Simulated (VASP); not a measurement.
A run of VASP 6.6.1 is set up as follows.

Contents of POSCAR:

```
SrO
1.0
    0.0000000000      2.5698000000      2.5698000000
    2.5698000000      0.0000000000      2.5698000000
    2.5698000000      2.5698000000      0.0000000000
Sr O
1 1
Direct
    0.0000000000      0.0000000000      0.0000000000
    0.4862419881      0.5000000000      0.5000000000
```

File INCAR.step1:

```
SYSTEM = SrO
PREC     = Accurate       ! precision mode
ENCUT    = 520            ! plane-wave cutoff, eV
ISMEAR   = 0              ! smearing method
SIGMA    = 0.05           ! smearing width, eV
LREAL    = .False.        ! projectors in reciprocal space
LASPH    = .True.         ! aspherical terms in the spheres
NELM     = 60             ! most SCF steps
NBANDS   = 15             ! bands
GGA      = PE             ! functional
ALGO     = Normal         ! electronic algorithm
EDIFF    = 1E-4           ! SCF threshold, eV
LWAVE    = .True.         ! write WAVECAR
LCHARG   = .False.        ! write CHGCAR
```

INCAR.step2

```
SYSTEM = SrO
PREC     = Accurate       ! precision mode
ENCUT    = 520            ! plane-wave cutoff, eV
EDIFF    = 1E-6           ! SCF threshold, eV
ISMEAR   = 0              ! smearing method
SIGMA    = 0.05           ! smearing width, eV
LREAL    = .False.        ! projectors in reciprocal space
LASPH    = .True.         ! aspherical terms in the spheres
NELM     = 60             ! most SCF steps
ALGO     = Normal         ! electronic algorithm
ISIF     = 2              ! what is computed and relaxed
LWAVE    = .False.        ! write WAVECAR
LCHARG   = .True.         ! write CHGCAR
METAGGA  = R2SCAN         ! meta-GGA
LMIXTAU  = .True.       
LELF     = .True.         ! ELF
LVHAR    = .True.       
NBANDS   = 15             ! bands
ISTART   = 1
```

File KPOINTS:

```
Automatic mesh
0
Gamma
  8 8 8
  0 0 0
```

Potentials or basis: VASP PAW PBE potentials, release 64 (Sr_sv, O).

Command:

```bash
$ cat potpaw_PBE.64/Sr_sv/POTCAR potpaw_PBE.64/O/POTCAR > POTCAR
$ cp INCAR.step1 INCAR
$ mpirun -np 1 vasp_std > vasp.out
$ cp INCAR.step2 INCAR
$ mpirun -np 1 vasp_std > vasp.out
```

Problem. Predict the band gap on the k mesh.

Solution. 3.76 eV, indirect (least direct gap 3.84 eV).

Problem. Predict the largest force.

Solution. 0.130 eV/Å.

Stress tensor (GPa, compression positive):
```
 1.66  0.00  0.00
 0.00  1.81 -0.02
 0.00 -0.02  1.81
```

Caveat: the cell differs from its parent crystal (all O atoms moved +0.050 Å, as atom 2 towards its neighbour atom 2 (O) at 3.634 Å); the PAW data sets were made with another functional, which shifts forces and pressure a little. A k mesh can miss the band edges.
